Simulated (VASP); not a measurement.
# SiC (F-43m) in VASP: a series of runs

Runs on SiC. Level: PBE. Tasks: single point.

All numbers are computed with VASP 6.6.1; they aren't measurements. Logs are shortened: lines on timing, memory, paths and dates and some standing lists are left out, and cuts for length are marked.

### Step 1. The cell of the first run

It takes space group F-43m (No. 216, cubic). Conventional cell: a = 4.290 Å, b = 4.290 Å, c = 4.290 Å, α = 90.00°, β = 90.00°, γ = 90.00°. Si (site symmetry -43m) has 4 C at 1.86 Å within 2.5 Å. C (site symmetry -43m) has 4 Si at 1.86 Å within 2.5 Å.

### Step 2. Single point, PBE (9.87 Å³/atom)

The input, INCAR:

```
SYSTEM = SiC
PREC = Accurate ; ENCUT = 600
EDIFF = 1E-6 ; ISMEAR = 0
SIGMA = 0.01 ; LREAL = .False.
LASPH = .True. ; NELM = 120
ALGO = Normal ; ISIF = 2
LWAVE = .False. ; LCHARG = .False.
GGA = PE ; NBANDS = 11
GGA_COMPAT = .False.
```

The input, KPOINTS:

```
regular mesh
0
Gamma
  8 8 8
  0 0 0
```

The input, POSCAR:

```
SiC
1.0
    0.0000000000      2.1451593450      2.1451593450
    2.1451593450      0.0000000000      2.1451593450
    2.1451593450      2.1451593450      0.0000000000
Si C
1 1
Direct
    0.2500000000      0.2500000000      0.2500000000
    0.0000000000      0.0000000000      0.0000000000
```

Potentials or basis: VASP PAW PBE potentials, release 64 (Si, C).

Started as:

```console
$ cat potpaw_PBE.64/Si/POTCAR potpaw_PBE.64/C/POTCAR > POTCAR
$ mpirun -np 1 vasp_std > vasp.out
```

OUTCAR:

```text
SYSTEM = SiC
   PREC = Accurate
   ENCUT = 600
   EDIFF = 1E-6
   ISMEAR = 0
   LREAL = .False.
   LASPH = .True.
   NELM = 120
   ISIF = 2
   GGA = PE

 ion  position               nearest neighbor table
   1  0.250  0.250  0.250-   2 1.86   2 1.86   2 1.86   2 1.86
   2  0.000  0.000  0.000-   1 1.86   1 1.86   1 1.86   1 1.86

  LATTYP: Found a face centered cubic cell.
 ALAT       =     4.2903186900

  Lattice vectors:

 A1 = (   0.0000000000,   2.1451593450,   2.1451593450)
 A2 = (   2.1451593450,   0.0000000000,   2.1451593450)
 A3 = (   2.1451593450,   2.1451593450,   0.0000000000)

Analysis of symmetry for initial positions (statically):
=====================================================================
 Subroutine PRICEL returns:
 Original cell was already a primitive cell.

 Routine SETGRP: Setting up the symmetry group for a
 face centered cubic supercell.

 Subroutine GETGRP returns: Found 24 space group operations
 (whereof 24 operations were pure point group operations)
 out of a pool of 48 trial point group operations.

The static configuration has the point symmetry T_d .

Analysis of symmetry for dynamics (positions and initial velocities):
=====================================================================
 Subroutine PRICEL returns:
 Original cell was already a primitive cell.

 Routine SETGRP: Setting up the symmetry group for a
 face centered cubic supercell.

 Subroutine GETGRP returns: Found 24 space group operations
 (whereof 24 operations were pure point group operations)
 out of a pool of 48 trial point group operations.

The dynamic configuration has the point symmetry T_d .

 Subroutine INISYM returns: Found 24 space group operations
 (whereof 24 operations are pure point group operations),
 and found     1 'primitive' translations

----------------------------------------------------------------------------------------

                                     Primitive cell

  volume of cell :      19.7428

  direct lattice vectors                    reciprocal lattice vectors
     0.000000000  2.145159345  2.145159345    -0.233082918  0.233082918  0.233082918
     2.145159345  0.000000000  2.145159345     0.233082918 -0.233082918  0.233082918
     2.145159345  2.145159345  0.000000000     0.233082918  0.233082918 -0.233082918

  length of vectors
     3.033713439  3.033713439  3.033713439     0.403711457  0.403711457  0.403711457

  position of ions in fractional coordinates (direct lattice)
     0.250000000  0.250000000  0.250000000
     0.000000000  0.000000000  0.000000000

[... 85 lines left out ...]
   TEBEG  =    0.0;   TEEND  =   0.0 temperature during run
   PSTRESS=    0.0 pullay stress
   NELECT =       8.0000    total number of electrons
   NUPDOWN=      -1.0000    fix difference up-down
   EMIN   =  10.00;   EMAX   =-10.00  energy-range for DOS
   EFERMI =   0.00;   METHOD = LEGACY
   ISMEAR =     0;   SIGMA  =   0.01  broadening in eV -4-tet -1-fermi 0-gaus
   EFERMI_NEDOS =   21; number of points for ismear=-14 and -15
   IALGO  =     38    algorithm
   IMIX   =      4    mixing-type and parameters
     AMIX     =   0.40;   BMIX     =  1.00
     AMIX_MAG =   1.60;   BMIX_MAG =  1.00
  volume/ion in A,a.u.               =       9.87        66.62
  Fermi-wavevector in a.u.,A,eV,Ry     =   1.211440  2.289290 19.967734  1.467587
  Thomas-Fermi vector in A             =   2.346956
   LORBIT       =      0    0 simple, 1 ext, 2 COOP (PROOUT), +10 PAW based schemes
   GGA     = PE    functional components
   LHFCALC =     F    Hartree Fock is set to
   AEXX    =    0.0000 exact exchange contribution
   IVDW    =     0    specifies the selected vdW correction
   LEPSILON=     F    determine dielectric tensor
   LRPA    =     F    only Hartree local field effects (RPA)
 non-spin polarized calculation
 Gauss-broadening in eV      SIGMA  =   0.01
  energy-cutoff  :      600.00
  volume of cell :       19.74
 maximum number of plane-waves:       684
   NGX = 13   NGY = 13   NGZ = 13

 number of electron       7.9999999 magnetization

 Free energy of the ion-electron system (eV)
  ---------------------------------------------------
  ext. energy  EPLUGINS =         0.00000000
  ---------------------------------------------------
  free energy    TOTEN  =       -15.00595108 eV

  energy without entropy =      -15.00595108  energy(sigma->0) =      -15.00595108

 E-fermi :   8.6992     XC(G=0): -11.5622

 val. band max:        8.6427845889   @ k =   0.0000   0.0000   0.0000
 cond. band min:       9.9540492708   @ k =   0.5000   0.5000   0.0000
 fundamental gap:      1.3112646819
 Fermi energy:         8.6991616799

 k-point     1 :       0.0000    0.0000    0.0000
  band No.  band energies     occupation
      1      -7.1341      2.00000
      2       8.6428      2.00000
      3       8.6428      2.00000
      4       8.6428      2.00000
      5      15.4293      0.00000
      6      16.2845      0.00000
      7      16.2845      0.00000
      8      16.2845      0.00000
      9      23.4284      0.00000
     10      23.4284      0.00000
     11      25.8640      0.00000
[... 309 lines left out ...]
 k-point    24 :      -0.3750    0.2500    0.1250
  band No.  band energies     occupation
      1      -2.7171      2.00000
      2       0.6004      2.00000
      3       4.8616      2.00000
      4       6.3194      2.00000
      5      13.9886      0.00000
      6      16.2509      0.00000
      7      19.1794      0.00000
      8      20.0626      0.00000
      9      22.5397      0.00000
     10      25.2963      0.00000
     11      28.5466      0.00000

 [... further k-points ...]

------------------------ aborting loop because EDIFF is reached ----------------------------------------

  FORCE on cell =-STRESS in cart. coord.  units (eV):
  Direction    XX          YY          ZZ          XY          YZ          ZX
  --------------------------------------------------------------------------------------
  -------------------------------------------------------------------------------------
  Total        1.8021127      1.8021127      1.8021127      0.0000000     -0.0000000      0.0000000
  in kB      146.2459531    146.2459531    146.2459531      0.0000000     -0.0000000      0.0000000
  external PRESSURE =     146.2459531 kB  Pullay stress =       0.0000000 kB

 VOLUME and BASIS-vectors are now :
 -----------------------------------------------------------------------------
  energy-cutoff  :      600.00
  volume of cell :       19.74
      direct lattice vectors                 reciprocal lattice vectors
     0.000000000  2.145159345  2.145159345    -0.233082918  0.233082918  0.233082918
     2.145159345  0.000000000  2.145159345     0.233082918 -0.233082918  0.233082918
     2.145159345  2.145159345  0.000000000     0.233082918  0.233082918 -0.233082918

 POSITION                                       TOTAL-FORCE (eV/Angst)
 -----------------------------------------------------------------------------------
      1.07258      1.07258      1.07258         0.000000      0.000000      0.000000
      0.00000      0.00000      0.00000        -0.000000     -0.000000     -0.000000
 -----------------------------------------------------------------------------------
    total drift:                               -0.000000     -0.000000     -0.000000

  FREE ENERGIE OF THE ION-ELECTRON SYSTEM (eV)
  ---------------------------------------------------
  free  energy   TOTEN  =       -15.0059510774 eV

  energy  without entropy=      -15.0059510774  energy(sigma->0) =      -15.00595108
```

It took 11 s on 1 thread of Intel Xeon 8259CL, shared host; peak memory 0.13 GiB.

Results:

* Free energy: -15.0060 eV
* Pressure: 14.6 GPa
* Band gap on the k mesh: 1.31 eV (least direct gap 4.59 eV)

Levels at points of the mesh, in eV from the valence-band top:
```csv
k point,band 1,band 2,band 3,band 4,band 5,band 6,band 7,band 8,band 9
"(0.00, 0.00, 0.00)",-15.78,0.00,0.00,0.00,6.79,7.64,7.64,7.64,14.79
"(0.50, 0.00, 0.00)",-12.03,-8.80,-1.06,-1.06,5.87,7.42,7.42,10.32,16.78
"(0.50, 0.50, 0.00)",-10.53,-7.95,-3.28,-3.28,1.31,4.49,14.59,14.59,15.43
```

Caveat: the cell stands under pressure. A k mesh can miss the band edges.

### Step 3. Single point, PBE

This run uses another cell than the first one, of 10.50 Å³/atom.

The input, INCAR:

```
ALGO = Normal
EDIFF = 1E-6
ENCUT = 600
GGA = PE
GGA_COMPAT = F
ISIF = 2
ISMEAR = 0
LASPH = T
LCHARG = F
LREAL = F
LWAVE = F
NBANDS = 11
NELM = 120
PREC = Accurate
SIGMA = 0.01
```

The input, KPOINTS:

```
k-points
0
Gamma
  8 8 8
```

The input, POSCAR:

```
SiC
1.0
    0.0000000000      2.1898629696      2.1898629696
    2.1898629696      0.0000000000      2.1898629696
    2.1898629696      2.1898629696      0.0000000000
Si C
1 1
Direct
    0.2500000000      0.2500000000      0.2500000000
    0.0000000000      0.0000000000      0.0000000000
```

Potentials or basis: VASP PAW PBE potentials, release 64 (Si, C).

Started as:

```console
$ cat potpaw_PBE.64/Si/POTCAR potpaw_PBE.64/C/POTCAR > POTCAR
$ mpirun -np 1 vasp_std > vasp.out
```

Run time: 20 s. Hardware: 1 thread of Intel Xeon 8259CL, shared host; peak memory 0.15 GiB.

Results (log left out):

```yaml
Free_energy: -15.0612 eV
Pressure: -0.2 GPa
Band_gap_on_the_k_mesh: 1.37 eV (least direct gap 4.53 eV)
```

Levels at points of the mesh, in eV from the valence-band top:
| k point | band 2 | band 3 | band 4 | band 5 | band 6 | band 7 |
| --- | --- | --- | --- | --- | --- | --- |
| (0.00, 0.00, 0.00) | 0.00 | 0.00 | 0.00 | 6.06 | 7.20 | 7.20 |
| (0.50, 0.00, 0.00) | -8.45 | -1.05 | -1.05 | 5.30 | 7.17 | 7.17 |
| (0.50, 0.50, 0.00) | -7.75 | -3.16 | -3.16 | 1.37 | 4.27 | 13.86 |

A k mesh can miss the band edges.

[end of part 1 of 2]
